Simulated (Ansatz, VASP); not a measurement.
## Two plane-wave programs on In

```xyz
1
Lattice="3.0062 0.0000 0.0000 0.0000 3.0062 0.0000 0.0000 0.0000 3.0062" Properties=species:S:1:pos:R:3 pbc="T T T"
In    0.0000    0.0000    0.0000
```

Alike in both runs: task single point; functional PBE; k mesh 11 × 11 × 11; occupations fermi-dirac, width 0.1 eV; no spin polarisation.

```csv
,VASP,Ansatz
version,VASP 6.6.1,Ansatz 0.2.0
potentials or method,"VASP PAW PBE potentials, release 64 (In_d), cutoff 520 eV","plane waves (420 eV) with PAW, scalar-relativistic"
valence electrons in the cell,13,13
```

Ansatz gave:

| Quantity | Value |
| --- | --- |
| pressure (GPa) | 3.4 |

Problem. Which values does VASP return?

Solution. Pressure (GPa): 3.3.
